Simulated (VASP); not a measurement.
ZnSe: single point with PBE

The system is ZnSe.

```xyz
4
Lattice="0.0000 -2.8338 -2.8338 0.0000 2.8338 -2.8338 5.6676 0.0000 0.0000" Properties=species:S:1:pos:R:3 pbc="T T T"
Zn    2.7963    0.0000   -2.8338
Zn    0.0375    0.0000    0.0000
Se    1.4169    1.4169   -1.4169
Se    4.2507   -1.4169   -1.4169
```

This cell differs from its parent crystal: mode 7 (198.7 1/cm) frozen in, largest displacement +0.037 Å.

```
Program                : VASP 6.6.1
Task                   : single point
Functional             : PBE
Potentials or basis    : VASP PAW PBE potentials, release 64 (Zn, Se)
Cutoff                 : 520 eV
k mesh                 : 8 × 8 × 6
Occupations            : gaussian, width 0.05 eV
Spin                   : no spin polarisation
Dipole correction      : no
Further INCAR settings : ALGO = Normal; EDIFF = 1e-06; NBANDS = 26
```

* Pressure: 2.4 GPa
* Largest force: 0.360 eV/Å
* Band gap on the k mesh: 1.28 eV

Forces on the atoms (eV/Å):
```
Zn   0.360  0.000  0.000
Zn  -0.360  0.000  0.000
Se   0.000  0.000  0.000
Se   0.000  0.000  0.000
```

Stress tensor (GPa, compression positive):
```
2.32 0.00 0.00
0.00 2.40 0.00
0.00 0.00 2.40
```

Levels at points of the mesh, in eV from the valence-band top:
| k point | band 15 | band 16 | band 17 | band 18 | band 19 | band 20 | band 21 | band 22 |
| --- | --- | --- | --- | --- | --- | --- | --- | --- |
| (0.00, 0.00, 0.00) | -2.20 | 0.00 | 0.00 | 0.00 | 1.28 | 2.98 | 3.44 | 5.80 |
| (0.50, 0.00, 0.00) | -2.55 | -2.53 | -1.03 | -0.80 | 4.04 | 4.23 | 6.33 | 6.40 |
| (0.50, 0.50, 0.00) | -2.28 | -2.18 | -2.18 | -2.10 | 2.81 | 3.14 | 3.45 | 3.45 |
| (0.00, 0.00, 0.50) | -1.38 | -1.38 | -1.13 | -1.13 | 3.80 | 3.90 | 4.03 | 4.15 |
| (0.50, 0.00, 0.50) | -0.99 | -0.87 | -0.87 | -0.76 | 2.52 | 2.55 | 6.28 | 6.29 |
| (0.50, 0.50, 0.50) | -2.76 | -2.76 | -2.72 | -2.62 | 5.35 | 5.55 | 5.55 | 5.60 |

Wall time 2.5 min on 1 thread of AMD EPYC 7R13, with other jobs on the host, peak memory 0.23 GiB.

Caveat: the cell differs from its parent crystal (mode 7 (198.7 1/cm) frozen in, largest displacement +0.037 Å).
